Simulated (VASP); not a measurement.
# MnO2 (R3m) in VASP: single point with PBE

Aim: the single point of MnO2 with PBE.

Program: VASP 6.6.1. These are calculated values, not measurements. Logs are shortened: lines on timing, memory, paths and dates and some standing lists are left out, and cuts for length are marked.

## Step 1: The cell of the first run

It takes space group R3m (No. 160, trigonal). The conventional cell has a = 2.857 Å, b = 2.857 Å, c = 13.752 Å, α = 90.00°, β = 90.00°, γ = 120.00°. Within 2.5 Å of Mn (site symmetry 3m) lie 6 O at 1.88 to 1.93 Å. O (site symmetry 3m) has 3 Mn at 1.93 Å and 3 O at 2.51 Å within 2.6 Å. Within 2.6 Å of O (site symmetry 3m) lie 3 Mn at 1.88 Å and 3 O at 2.51 Å.

## Step 2: Single point, PBE, collinear spin, ferromagnetic start

File INCAR:

```
  ALGO = Normal
  EDIFF = 1E-7
  ENCUT = 520
  GGA = PE
  ISIF = 2
  ISMEAR = 0
  ISPIN = 2
  LASPH = T
  LCHARG = T
  LELF = T
  LMAXMIX = 4
  LORBIT = 11
  LREAL = F
  LVHAR = T
  LWAVE = F
  MAGMOM = 2.49 0.05 0.05
  NBANDS = 24
  NELM = 150
  PREC = Accurate
  SIGMA = 0.05
```

File KPOINTS:

```
k-points
0
Gamma
  12 12 12
```

File POSCAR:

```
MnO2
1.0
   -1.4284348394      2.4741217171      0.0000000000
   -2.8568696788      0.0000000000      0.0000000000
   -1.4284348394      0.8247072390      4.5839315268
Mn O
1 2
Direct
   -0.0036358891     -0.0036358891      0.0109076673
    0.7356355100      0.7356355100      0.7930934700
    0.2643644900      0.2643644900      0.2069065300
```

Potentials or basis: VASP PAW PBE potentials, release 64 (Mn_pv, O).

Started as:

```
$ cat potpaw_PBE.64/Mn_pv/POTCAR potpaw_PBE.64/O/POTCAR > POTCAR
$ mpirun -np 1 vasp_std > vasp.out
```

OUTCAR:

```text
EDIFF = 1E-7
   ENCUT = 520
   GGA = PE
   ISIF = 2
   ISMEAR = 0
   ISPIN = 2
   LASPH = T
   LORBIT = 11
   LREAL = F
   NELM = 150
   PREC = Accurate

 ion  position               nearest neighbor table
   1  0.996  0.996  0.011-   3 1.88   3 1.88   3 1.88   2 1.93   2 1.93   2 1.93
   2  0.736  0.736  0.793-   1 1.93   1 1.93   1 1.93
   3  0.264  0.264  0.207-   1 1.88   1 1.88   1 1.88

  LATTYP: Found a trigonal (rhomboedric) cell.
 ALAT       =     4.8716523237
 COS(alpha) =     0.8280515398

  Lattice vectors:

 A1 = (   0.0000000000,  -1.6494144781,   4.5839315268)
 A2 = (   1.4284348394,   0.8247072390,   4.5839315268)
 A3 = (  -1.4284348394,   0.8247072390,   4.5839315268)

Analysis of symmetry for initial positions (statically):
=====================================================================
 Subroutine PRICEL returns:
 Original cell was already a primitive cell.

 Routine SETGRP: Setting up the symmetry group for a
 trigonal (rhombohedral) supercell.

 Subroutine GETGRP returns: Found  6 space group operations
 (whereof  6 operations were pure point group operations)
 out of a pool of 12 trial point group operations.

The static configuration has the point symmetry C_3v.

Analysis of symmetry for dynamics (positions and initial velocities):
=====================================================================
 Subroutine PRICEL returns:
 Original cell was already a primitive cell.

 Routine SETGRP: Setting up the symmetry group for a
 trigonal (rhombohedral) supercell.

 Subroutine GETGRP returns: Found  6 space group operations
 (whereof  6 operations were pure point group operations)
 out of a pool of 12 trial point group operations.

The dynamic configuration has the point symmetry C_3v.

Analysis of structural, dynamic, and magnetic symmetry:
=====================================================================
 Subroutine PRICEL returns:
 Original cell was already a primitive cell.

 Routine SETGRP: Setting up the symmetry group for a
 trigonal (rhombohedral) supercell.

 Subroutine GETGRP returns: Found  6 space group operations
 (whereof  6 operations were pure point group operations)
 out of a pool of 12 trial point group operations.

The overall configuration has the point symmetry C_3v.

 Subroutine INISYM returns: Found  6 space group operations
 (whereof  6 operations are pure point group operations),
 and found     1 'primitive' translations

[... 121 lines left out ...]
   GGA     = PE    functional components
   LHFCALC =     F    Hartree Fock is set to
   AEXX    =    0.0000 exact exchange contribution
   IVDW    =     0    specifies the selected vdW correction
   LEPSILON=     F    determine dielectric tensor
   LRPA    =     F    only Hartree local field effects (RPA)
 spin polarized calculation
 Gauss-broadening in eV      SIGMA  =   0.05
  energy-cutoff  :      520.00
  volume of cell :       32.40
 maximum number of plane-waves:       890
 NGX is ok and might be reduce to    24
   NGX = 11   NGY = 11   NGZ = 19

 number of electron      25.0000005 magnetization       2.9999344

 Free energy of the ion-electron system (eV)
  ---------------------------------------------------
  ext. energy  EPLUGINS =         0.00000000
  ---------------------------------------------------
  free energy    TOTEN  =       -23.77363389 eV

  energy without entropy =      -23.77363389  energy(sigma->0) =      -23.77363389

 E-fermi :   3.6056     XC(G=0): -10.8320

 val. band max:        3.2711165744   @ k =  -0.0833  -0.1667   0.4167
 cond. band min:       4.1036634859   @ k =   0.0000   0.0000   0.0000
 fundamental gap:      0.8325469115
 Fermi energy:         3.6055852625

 spin component 1

 k-point     1 :       0.0000    0.0000    0.0000
  band No.  band energies     occupation
      1     -47.0445      1.00000
      2     -47.0445      1.00000
      3     -47.0328      1.00000
      4     -16.3729      1.00000
      5     -13.9969      1.00000
      6      -3.0544      1.00000
[... 637 lines left out ...]
     23      24.0023      0.00000
     24      25.5636      0.00000

 [... further k-points ...]

 spin component 2

 k-point     1 :       0.0000    0.0000    0.0000
  band No.  band energies     occupation
      1     -43.9892      1.00000
      2     -43.9892      1.00000
      3     -43.8123      1.00000
      4     -16.2116      1.00000
      5     -13.8861      1.00000
      6      -2.1896      1.00000
[... 637 lines left out ...]
     23      24.5252      0.00000
     24      26.0475      0.00000

 [... further k-points ...]

------------------------ aborting loop because EDIFF is reached ----------------------------------------

  FORCE on cell =-STRESS in cart. coord.  units (eV):
  Direction    XX          YY          ZZ          XY          YZ          ZX
  --------------------------------------------------------------------------------------
  -------------------------------------------------------------------------------------
  Total        1.4016610      1.4016610      0.9749904      0.0000000     -0.0000000     -0.0000000
  in kB       69.3112842     69.3112842     48.2126846      0.0000000     -0.0000000     -0.0000000
  external PRESSURE =      62.2784177 kB  Pullay stress =       0.0000000 kB

 VOLUME and BASIS-vectors are now :
 -----------------------------------------------------------------------------
  energy-cutoff  :      520.00
  volume of cell :       32.40
      direct lattice vectors                 reciprocal lattice vectors
    -1.428434839  2.474121717  0.000000000     0.000000000  0.404183833 -0.072717782
    -2.856869679  0.000000000  0.000000000    -0.350033468 -0.202091917 -0.072717782
    -1.428434839  0.824707239  4.583931527     0.000000000  0.000000000  0.218153346

 POSITION                                       TOTAL-FORCE (eV/Angst)
 -----------------------------------------------------------------------------------
     -4.28530      2.47412      0.05000         0.000000      0.000000     -1.298957
     -4.28530      2.47412      3.63549        -0.000000     -0.000000      0.326035
     -1.42843      0.82471      0.94845         0.000000     -0.000000      0.972922
 -----------------------------------------------------------------------------------
    total drift:                                0.000019     -0.000011      0.000278

  FREE ENERGIE OF THE ION-ELECTRON SYSTEM (eV)
  ---------------------------------------------------
  free  energy   TOTEN  =       -23.7736338924 eV

  energy  without entropy=      -23.7736338924  energy(sigma->0) =      -23.77363389

 total charge

# of ion       s       p       d       tot
------------------------------------------
    1        0.356   6.468   4.926  11.751
    2        1.584   3.395   0.000   4.979
    3        1.582   3.440   0.000   5.022
--------------------------------------------------
tot          3.522  13.304   4.926  21.752

 magnetization (x)

# of ion       s       p       d       tot
------------------------------------------
    1        0.031   0.040   2.761   2.832
    2        0.004   0.028   0.000   0.032
    3        0.003   0.055   0.000   0.058
--------------------------------------------------
tot          0.038   0.123   2.761   2.922
```

OSZICAR:

```text
N       E                     dE             d eps       ncg     rms          rms(c)
DAV:   1     0.243614893562E+03    0.24361E+03   -0.13509E+04 18160   0.119E+03
DAV:   2    -0.168678462707E+02   -0.26048E+03   -0.24498E+03 20120   0.361E+02
DAV:   3    -0.311591673344E+02   -0.14291E+02   -0.14207E+02 20944   0.910E+01
DAV:   4    -0.312875345342E+02   -0.12837E+00   -0.12835E+00 20240   0.909E+00
DAV:   5    -0.312890283348E+02   -0.14938E-02   -0.14938E-02 21512   0.941E-01    0.307E+01
DAV:   6    -0.304049842545E+02    0.88404E+00   -0.99796E+01 22736   0.767E+01    0.418E+01
DAV:   7    -0.249038310071E+02    0.55012E+01   -0.10334E+02 21176   0.762E+01    0.140E+01
DAV:   8    -0.238175401650E+02    0.10863E+01   -0.34252E+00 21136   0.170E+01    0.465E+00
DAV:   9    -0.237692524876E+02    0.48288E-01   -0.55902E-01 23048   0.661E+00    0.204E+00
DAV:  10    -0.237743601853E+02   -0.51077E-02   -0.59420E-02 19040   0.166E+00    0.996E-01
DAV:  11    -0.237737728430E+02    0.58734E-03   -0.72742E-03 21144   0.585E-01    0.408E-01
DAV:  12    -0.237737285501E+02    0.44293E-04   -0.21720E-03 20776   0.347E-01    0.149E-01
DAV:  13    -0.237736262530E+02    0.10230E-03   -0.56164E-04 21496   0.257E-01    0.503E-02
DAV:  14    -0.237736286905E+02   -0.24375E-05   -0.94693E-05 20936   0.861E-02    0.180E-02
DAV:  15    -0.237736329847E+02   -0.42942E-05   -0.15390E-05 19104   0.276E-02    0.115E-02
DAV:  16    -0.237736338030E+02   -0.81822E-06   -0.24231E-06 19016   0.146E-02    0.561E-03
DAV:  17    -0.237736338924E+02   -0.89474E-07   -0.95727E-07 19736   0.104E-02
   1 F= -.23773634E+02 E0= -.23773634E+02  d E =-.208809E-23  mag=     3.0000
```

Run time: 4.5 min. Hardware: 1 thread of Intel Xeon 6975P-C (Granite Rapids), shared host; peak memory 0.32 GiB.

What came out:

* Free energy: -23.7736 eV
* Pressure: 6.2 GPa
* Largest force: 1.299 eV/Å
* Band gap on the k mesh: 0.83 eV (least direct gap 0.91 eV)
* Net moment: 3.00 μB per cell
* Site moments: Mn +2.83; O +0.03, +0.06 μB
* Valence electrons inside the program's atomic spheres: Mn 11.75; O 4.98, 5.02

Forces in eV/Å, atoms in the order of the input:
```
Mn   0.000  0.000 -1.299
O    0.000  0.000  0.326
O    0.000  0.000  0.973
```

Caveat: the cell stands under pressure; a cell with one magnetic atom can't hold antiferromagnetic order, which such compounds often take; forces of over 1 eV/Å act on the atoms, so gaps and moduli don't describe the material at rest.
